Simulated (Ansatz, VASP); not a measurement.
## Two plane-wave programs on BaZrO3

The input POSCAR:

```
BaZrO3
1.0
    4.2894620125      0.0000000000      0.0000000000
    0.0000000000      4.2894620125      0.0000000000
    0.0000000000      0.0000000000      4.1620531112
Ba Zr O
1 1 3
Direct
    0.0000000000      0.0000000000      0.0000000000
    0.5000000000      0.5000000000      0.5000000000
    0.5000000000      0.5000000000      0.0000000000
    0.5000000000      0.0000000000      0.5000000000
    0.0000000000      0.5000000000      0.5000000000
```

The input INCAR.step1:

```
ALGO = Normal ; EDIFF = 1E-4
ENCUT = 520 ; GGA = PE
ISMEAR = 0 ; LASPH = True
LCHARG = False ; LREAL = False
LWAVE = True ; NBANDS = 28
NELM = 60 ; PREC = Accurate
SIGMA = 0.01
```

File INCAR.step2:

```
ALGO = Normal ; EDIFF = 1E-6
ENCUT = 520 ; ISIF = 2
ISMEAR = 0 ; ISTART = 1
LASPH = True ; LCHARG = False
LMIXTAU = True ; LREAL = False
LWAVE = False ; METAGGA = R2SCAN
NBANDS = 28 ; NELM = 60
PREC = Accurate ; SIGMA = 0.01
```

File KPOINTS:

```
k-points
0
Gamma
  6 6 6
```

Input for Ansatz:

```yaml
crystal:
  lattice:
    - [4.2894620125, 0.0, 0.0]
    - [0.0, 4.2894620125, 0.0]
    - [0.0, 0.0, 4.1620531112]
  atoms:
    - { symbol: Ba, position: [0.0, 0.0, 0.0] }
    - { symbol: Zr, position: [0.5, 0.5, 0.5] }
    - { symbol: O, position: [0.5, 0.5, 0.0] }
    - { symbol: O, position: [0.5, 0.0, 0.5] }
    - { symbol: O, position: [0.0, 0.5, 0.5] }
kpoints:
  mp_grid: { grid: [6, 6, 6] }
  band_path:
    path:
      - [0.0, 0.0, 0.0]
      - [0.0, 0.5, 0.0]
      - [0.5, 0.5, 0.0]
      - [0.5, 0.5, 0.5]
      - [0.494792, -0.5, -0.5]
    npoints: 1
hamiltonian:
  xc: r2scan
scf:
  occupations: { method: fixed }
  n_extra_bands: 5
output:
  forces: true
  stress: true
  eigenvalues: true
```

Change from the starting cell: epitaxial_xy strain +2.0%.

Alike in both runs: task single point; functional r2SCAN; k mesh 6 × 6 × 6; no spin polarisation.

|  | VASP | Ansatz |
| --- | --- | --- |
| version | VASP 6.6.1 | Ansatz 0.2.0 |
| potentials or method | VASP PAW PBE potentials, release 64 (Ba_sv, Zr_sv, O) | plane waves, PAW |
| plane-wave cutoff (eV) | 520 | 500 |
| occupations | gaussian, width 0.01 eV | fixed |
| valence electrons in the cell | 40 | 40 |

|  | VASP | Ansatz | Ansatz less VASP |
| --- | --- | --- | --- |
| gap on the k mesh at the Fermi level (eV) | 3.50 | 3.55 | +0.049 |
| pressure (GPa) | -3.4 | -4.3 | -0.91 |
| traceless stress, the component that is largest in VASP (GPa) | 4.44 | 4.33 | -0.111 |

VASP's potentials were made for PBE, not for r2SCAN.

Spin-orbit coupling is off throughout.
